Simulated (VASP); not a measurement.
# Na (I4/mmm) in VASP: further runs

Runs on Na. Level: LDA. Tasks: single point.

All numbers are computed with VASP 6.6.1; they aren't measurements. Logs are shortened: lines on timing, memory, paths and dates and some standing lists are left out, and cuts for length are marked.

## Step 1: The cell of the first run

Symmetry: I4/mmm, No. 139, tetragonal system. Conventional cell: a = 3.452 Å, b = 3.452 Å, c = 5.287 Å, α = 90.00°, β = 90.00°, γ = 90.00°. Na (site symmetry 4/mmm) has 12 Na at 3.45 to 3.60 Å within 4.5 Å.

## Step 2: Single point, LDA

The input, INCAR:

```
SYSTEM = Na
PREC = Accurate
ENCUT = 520
EDIFF = 1E-6
ISMEAR = 0
SIGMA = 0.15
LREAL = .False.
LASPH = .True.
NELM = 80
ALGO = Fast
ISIF = 2
LWAVE = .False.
LCHARG = .False.
GGA = CA
NBANDS = 10
```

The input, KPOINTS:

```
regular mesh
0
Gamma
  18 18 18
  0 0 0
```

The input, POSCAR:

```
Na
1.0
   -1.7258000000      1.7258000000      2.6437500000
    1.7258000000     -1.7258000000      2.6437500000
    1.7258000000      1.7258000000     -2.6437500000
Na
1
Direct
    0.0000000000      0.0000000000      0.0000000000
```

Potentials or basis: VASP PAW LDA potentials, release 64 (Na_pv).

Started as:

```bash
cat potpaw_LDA.64/Na_pv/POTCAR > POTCAR
mpirun -np 1 vasp_std > vasp.out
```

OUTCAR:

```text
SYSTEM = Na
   PREC = Accurate
   ENCUT = 520
   EDIFF = 1E-6
   ISMEAR = 0
   LREAL = .False.
   LASPH = .True.
   NELM = 80
   ISIF = 2
   GGA = CA

 ion  position               nearest neighbor table
   1  0.000  0.000  0.000-

  LATTYP: Found a body centered tetragonal cell.
 ALAT       =     3.4516000000
 C/A-ratio  =     1.5318982501

  Lattice vectors:

 A1 = (  -1.7258000000,   1.7258000000,   2.6437500000)
 A2 = (   1.7258000000,  -1.7258000000,   2.6437500000)
 A3 = (   1.7258000000,   1.7258000000,  -2.6437500000)

Analysis of symmetry for initial positions (statically):
=====================================================================
 Subroutine PRICEL returns:
 Original cell was already a primitive cell.

 Routine SETGRP: Setting up the symmetry group for a
 body centered tetragonal supercell.

 Subroutine GETGRP returns: Found 16 space group operations
 (whereof 16 operations were pure point group operations)
 out of a pool of 16 trial point group operations.

The static configuration has the point symmetry D_4h.

Analysis of symmetry for dynamics (positions and initial velocities):
=====================================================================
 Subroutine PRICEL returns:
 Original cell was already a primitive cell.

 Routine SETGRP: Setting up the symmetry group for a
 body centered tetragonal supercell.

 Subroutine GETGRP returns: Found 16 space group operations
 (whereof 16 operations were pure point group operations)
 out of a pool of 16 trial point group operations.

The dynamic configuration has the point symmetry D_4h.

 Subroutine INISYM returns: Found 16 space group operations
 (whereof 16 operations are pure point group operations),
 and found     1 'primitive' translations

----------------------------------------------------------------------------------------

                                     Primitive cell

  volume of cell :      31.4964

  direct lattice vectors                    reciprocal lattice vectors
    -1.725800000  1.725800000  2.643750000     0.000000000  0.289720709  0.189125296
     1.725800000 -1.725800000  2.643750000     0.289720709  0.000000000  0.189125296
     1.725800000  1.725800000 -2.643750000     0.289720709  0.289720709  0.000000000

  length of vectors
     3.598080786  3.598080786  3.598080786     0.345986223  0.345986223  0.409726956

  position of ions in fractional coordinates (direct lattice)
     0.000000000  0.000000000  0.000000000

  ion indices of the primitive-cell ions
   primitive index   ion index
                 1           1

----------------------------------------------------------------------------------------

 KPOINTS: regular mesh

Automatic generation of k-mesh.
 Grid dimensions read from file:
 generate k-points for:   18   18   18

 Generating k-lattice:

  Cartesian coordinates                     Fractional coordinates (reciprocal lattice)
     0.000000000  0.016095595  0.010506961     0.055555556 -0.000000000  0.000000000
     0.016095595  0.000000000  0.010506961    -0.000000000  0.055555556  0.000000000
     0.016095595  0.016095595  0.000000000     0.000000000  0.000000000  0.055555556

  Length of vectors
     0.019221457  0.019221457  0.022762609

  Shift w.r.t. Gamma in fractional coordinates (k-lattice)
     0.000000000  0.000000000  0.000000000

 Subroutine IBZKPT returns following result:
 ===========================================

 Found    480 irreducible k-points:

 Following reciprocal coordinates:
            Coordinates               Weight
  0.000000  0.000000  0.000000      1.000000
  0.055556 -0.000000  0.000000      8.000000
  0.111111 -0.000000  0.000000      8.000000
  0.166667  0.000000  0.000000      8.000000
  0.222222 -0.000000  0.000000      8.000000
  0.277778  0.000000  0.000000      8.000000
[... 16 lines left out ...]
 -0.277778  0.055556  0.000000     16.000000
 -0.222222  0.055556  0.000000     16.000000
 [... further k-points ...]
   k-points           NKPTS =    480   k-points in BZ     NKDIM =    480   number of bands    NBANDS=     10
   number of dos      NEDOS =    301   number of ions     NIONS =      1
   total plane-waves  NPLWV =  21952
   dimension x,y,z NGX =    28 NGY =   28 NGZ =   28
   dimension x,y,z NGXF=    56 NGYF=   56 NGZF=   56
   ions per type =               1
   NGX,Y,Z   is equivalent  to a cutoff of  12.94, 12.94, 12.94 a.u.
   NGXF,Y,Z  is equivalent  to a cutoff of  25.87, 25.87, 25.87 a.u.
 SYSTEM =  Na
   PREC   = accura    normal or accurate (medium, high low for compatibility)
   ISTART =      0    job   : 0-new  1-cont  2-samecut
   ICHARG =      2    charge: 1-file 2-atom 10-const
   ISPIN  =      1    spin polarized calculation?
   LNONCOLLINEAR =      F non collinear calculations
   LSORBIT =      F    spin-orbit coupling
   LASPH  =      T    aspherical Exc in radial PAW
   ENCUT  =  520.0 eV  38.22 Ry    6.18 a.u.   6.69  6.69  6.69*2*pi/ulx,y,z
   NELM   =     80;   NELMIN=  2; NELMDL= -5     # of ELM steps
   EDIFF  = 0.1E-05   stopping-criterion for ELM
   LREAL  =      F    real-space projection
   EDIFFG = 0.1E-04   stopping-criterion for IOM
   NSW    =      0    number of steps for IOM
   IBRION =     -1    ionic relax: 0-MD 1-quasi-New 2-CG
   NFREE  =      0    steps in history (QN), initial steepest desc. (CG)
   ISIF   =      2    stress and relaxation
   ISYM   =      2    0-nonsym 1-usesym 2-fastsym
   POTIM  = 0.5000    time-step for ionic-motion
   TEBEG  =    0.0;   TEEND  =   0.0 temperature during run
   PSTRESS=    0.0 pullay stress
   NELECT =       7.0000    total number of electrons
   NUPDOWN=      -1.0000    fix difference up-down
   EMIN   =  10.00;   EMAX   =-10.00  energy-range for DOS
   EFERMI =   0.00;   METHOD = LEGACY
   ISMEAR =     0;   SIGMA  =   0.15  broadening in eV -4-tet -1-fermi 0-gaus
   EFERMI_NEDOS =   21; number of points for ismear=-14 and -15
   IALGO  =     68    algorithm
   IMIX   =      4    mixing-type and parameters
     AMIX     =   0.40;   BMIX     =  1.00
     AMIX_MAG =   1.60;   BMIX_MAG =  1.00
  volume/ion in A,a.u.               =      31.50       212.55
  Fermi-wavevector in a.u.,A,eV,Ry     =   0.991639  1.873927 13.379269  0.983349
  Thomas-Fermi vector in A             =   2.123395
   LORBIT       =      0    0 simple, 1 ext, 2 COOP (PROOUT), +10 PAW based schemes
   GGA     = CA    functional components
   LHFCALC =     F    Hartree Fock is set to
   AEXX    =    0.0000 exact exchange contribution
   IVDW    =     0    specifies the selected vdW correction
   LEPSILON=     F    determine dielectric tensor
   LRPA    =     F    only Hartree local field effects (RPA)
 non-spin polarized calculation
 RMM-DIIS sequential band-by-band and
 Gauss-broadening in eV      SIGMA  =   0.15
  energy-cutoff  :      520.00
  volume of cell :       31.50
 maximum number of plane-waves:       870
   NGX = 13   NGY = 13   NGZ = 13

 number of electron       7.0000002 magnetization

 Free energy of the ion-electron system (eV)
  ---------------------------------------------------
  ext. energy  EPLUGINS =         0.00000000
  ---------------------------------------------------
  free energy    TOTEN  =        -1.45303389 eV

  energy without entropy =       -1.44823533  energy(sigma->0) =       -1.45063461

 E-fermi :   0.6702     XC(G=0):  -7.2019

 val. band max:        0.6640048044   @ k =   0.5000   0.1111   0.0556
 cond. band min:       0.6930193643   @ k =   0.3333   0.2222   0.0000
 fundamental gap:      0.0290145599
 Fermi energy:         0.6701525566

 k-point     1 :       0.0000    0.0000    0.0000
  band No.  band energies     occupation
      1     -24.1705      2.00000
      2     -24.1699      2.00000
      3     -24.1699      2.00000
      4      -2.9890      2.00000
      5      12.5110      0.00000
      6      12.8646      0.00000
      7      12.8646      0.00000
      8      14.1679      0.00000
      9      14.7873      0.00000
     10      14.7888      0.00000

 k-point     2 :       0.0556   -0.0000    0.0000
  band No.  band energies     occupation
      1     -24.1721      2.00000
      2     -24.1707      2.00000
      3     -24.1701      2.00000
      4      -2.9311      2.00000
      5      11.7677      0.00000
      6      12.5090      0.00000
      7      12.7881      0.00000
      8      14.3354      0.00000
      9      14.9498      0.00000
     10      14.9862      0.00000

 k-point     3 :       0.1111   -0.0000    0.0000
  band No.  band energies     occupation
      1     -24.1778      2.00000
      2     -24.1718      2.00000
      3     -24.1705      2.00000
      4      -2.7578      2.00000
      5      10.3177      0.00000
      6      12.2093      0.00000
      7      12.6188      0.00000
      8      14.0011      0.00000
      9      15.0577      0.00000
     10      15.3954      0.00000

 k-point     4 :       0.1667    0.0000    0.0000
  band No.  band energies     occupation
      1     -24.1864      2.00000
      2     -24.1733      2.00000
      3     -24.1712      2.00000
      4      -2.4705      2.00000
      5       8.8460      0.00000
      6      11.8932      0.00000
      7      12.4432      0.00000
      8      13.5809      0.00000
      9      14.5950      0.00000
     10      15.8884      0.00000
[... 222 lines left out ...]
 k-point    22 :      -0.3333    0.0556    0.0000
  band No.  band energies     occupation
      1     -24.2161      2.00000
      2     -24.1793      2.00000
      3     -24.1742      2.00000
      4      -1.0945      2.00000
      5       5.2226      0.00000
      6      10.6663      0.00000
      7      11.7173      0.00000
      8      13.0910      0.00000
      9      14.1218      0.00000
     10      14.7569      0.00000

 k-point    23 :      -0.2778    0.0556    0.0000
  band No.  band energies     occupation
      1     -24.2055      2.00000
      2     -24.1773      2.00000
      3     -24.1733      2.00000
      4      -1.6756      2.00000
      5       6.5120      0.00000
      6      10.8497      0.00000
      7      11.8177      0.00000
      8      13.6078      0.00000
      9      14.4345      0.00000
     10      14.9891      0.00000

 k-point    24 :      -0.2222    0.0556    0.0000
  band No.  band energies     occupation
      1     -24.1945      2.00000
      2     -24.1754      2.00000
      3     -24.1724      2.00000
      4      -2.1505      2.00000
      5       7.8775      0.00000
      6      11.1011      0.00000
      7      11.9728      0.00000
      8      14.1777      0.00000
      9      14.6080      0.00000
     10      15.2338      0.00000

 [... further k-points ...]

------------------------ aborting loop because EDIFF is reached ----------------------------------------

  FORCE on cell =-STRESS in cart. coord.  units (eV):
  Direction    XX          YY          ZZ          XY          YZ          ZX
  --------------------------------------------------------------------------------------
  -------------------------------------------------------------------------------------
  Total        0.1061926      0.1061926      0.0410726      0.0000000      0.0000000      0.0000000
  in kB        5.4018627      5.4018627      2.0893055      0.0000000      0.0000000      0.0000000
  external PRESSURE =       4.2976770 kB  Pullay stress =       0.0000000 kB

 VOLUME and BASIS-vectors are now :
 -----------------------------------------------------------------------------
  energy-cutoff  :      520.00
  volume of cell :       31.50
      direct lattice vectors                 reciprocal lattice vectors
    -1.725800000  1.725800000  2.643750000     0.000000000  0.289720709  0.189125296
     1.725800000 -1.725800000  2.643750000     0.289720709  0.000000000  0.189125296
     1.725800000  1.725800000 -2.643750000     0.289720709  0.289720709  0.000000000

 POSITION                                       TOTAL-FORCE (eV/Angst)
 -----------------------------------------------------------------------------------
      0.00000      0.00000      0.00000        -0.000000      0.000000      0.000000
 -----------------------------------------------------------------------------------
    total drift:                               -0.000000     -0.000000     -0.000000

  FREE ENERGIE OF THE ION-ELECTRON SYSTEM (eV)
  ---------------------------------------------------
  free  energy   TOTEN  =        -1.4530338934 eV

  energy  without entropy=       -1.4482353292  energy(sigma->0) =       -1.45063461
```

Wall time 1.7 min (1 thread of Intel Xeon 6975P-C, shared host); peak memory 0.23 GiB.

Results:

```yaml
Free_energy: -1.4530 eV
Pressure: 0.4 GPa
```

(Part 1 of 2 ends here.)
